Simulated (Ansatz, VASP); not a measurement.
**One calculation of Be, two programs**

INCAR

```
SYSTEM = Be
PREC = Accurate ; ENCUT = 520
EDIFF = 1E-8 ; ISMEAR = -1
SIGMA = 0.03 ; LREAL = .FALSE.
LASPH = .TRUE. ; NELM = 100
ALGO = Normal ; ISIF = 2
LWAVE = .FALSE. ; LCHARG = .FALSE.
GGA = PS ; LEFG = .TRUE.
NBANDS = 7
```

File KPOINTS:

```
Automatic mesh
0
G
  23 23 23
  0 0 0
```

POSCAR

```
Be
1.0
   -1.2531209513      1.2531209513      1.2781833703
    1.2531209513     -1.2531209513      1.2781833703
    1.2531209513      1.2531209513     -1.2781833703
Be
1
Direct
    0.0000000000      0.0000000000      0.0000000000
```

Input for Ansatz:

```yaml
crystal:
  lattice:
    - [-1.2531209513, 1.2531209513, 1.2781833703]
    - [1.2531209513, -1.2531209513, 1.2781833703]
    - [1.2531209513, 1.2531209513, -1.2781833703]
  atoms:
    - { symbol: Be, position: [0.0, 0.0, 0.0] }
kpoints:
  mp_grid: { grid: [23, 23, 23] }
scf:
  occupations: { method: fermi_dirac, width: 0.03 }
hamiltonian:
  xc: pbesol
  pseudopotentials: { kind: all_electron, datasets: crystal }
output:
  forces: true
  stress: true
  eigenvalues: true
  efg: { contact_densities: true }
```

Change from the starting cell: zz strain of +2 %, crystal datasets.

Alike in both runs: task electric field gradients; functional PBEsol; k mesh 23 × 23 × 23; occupations fermi-dirac, width 0.03 eV; no spin polarisation.

|  | VASP | Ansatz |
| --- | --- | --- |
| version | VASP 6.6.1 | Ansatz 0.2.0 |
| potentials or method | VASP PAW PBE potentials, release 64 (Be), cutoff 520 eV | all-electron PAW with datasets made for the crystal, scalar-relativistic |

VASP gave:

```
pressure (GPa)                                                : -3.9
traceless stress, the component that is largest in VASP (GPa) : 0.61
size of Vzz on the site where it differs most (V/Å²)          : 0.1
```

Q: Which values does Ansatz return?

A: Pressure (GPa): -4.3; traceless stress, the component that is largest in VASP (GPa): 0.62; size of Vzz on the site where it differs most (V/Å²): 0.1.

VASP's potentials were made for PBE, not for PBEsol. Ansatz ran all-electron here, and VASP with PAW potentials.
